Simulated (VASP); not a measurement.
Crystal: TaSi3.

```
Ta Si
1.0
     5.02866    0.00000    0.00000
     0.00000    5.02866    0.00000
     0.00000    0.00000    5.02866
Ta Si
2 6
Direct
  0.00000 0.00000 0.00000
  0.50000 0.50000 0.50000
  0.00000 0.50000 0.25000
  0.00000 0.50000 0.75000
  0.25000 0.00000 0.50000
  0.75000 0.00000 0.50000
  0.50000 0.75000 0.00000
  0.50000 0.25000 0.00000
```

| Property | Result |
| --- | --- |
| Program | VASP 6.6.1 |
| Task | relaxation of cell and atoms |
| Functional | PBE |
| Potentials or basis | VASP PAW PBE potentials, release 64 (Ta_pv, Si) |
| Cutoff | 500 eV |
| k mesh | 4 × 4 × 4 |
| Occupations | gaussian, width 0.1 eV |
| Spin | no spin polarisation |

At the start: pressure -7.4 GPa; volume 15.90 Å³/atom.

Where does the relaxation end?

Over 3 steps the energy falls by 21.6 meV/atom and the volume is 15.02 Å³/atom (-5.5 %); space group Pm-3n (No. 223, to 0.05 Å).

Step by step:
| step | energy change (eV) | largest force (eV/Å) | pressure (GPa) | volume (Å³) |
| --- | --- | --- | --- | --- |
| 1 | 0.0000 | 0.0000 | -7.41 | 127.16 |
| 2 | -0.0241 | 0.0000 | 8.32 | 114.11 |
| 3 | -0.1725 | 0.0000 | -0.05 | 120.13 |

Final structure:
```
Ta Si
1.0
     4.93424    0.00000    0.00000
     0.00000    4.93424    0.00000
     0.00000    0.00000    4.93424
Ta Si
2 6
Direct
  0.00000 0.00000 0.00000
  0.50000 0.50000 0.50000
  0.00000 0.50000 0.25000
  0.00000 0.50000 0.75000
  0.25000 0.00000 0.50000
  0.75000 0.00000 0.50000
  0.50000 0.75000 0.00000
  0.50000 0.25000 0.00000
```
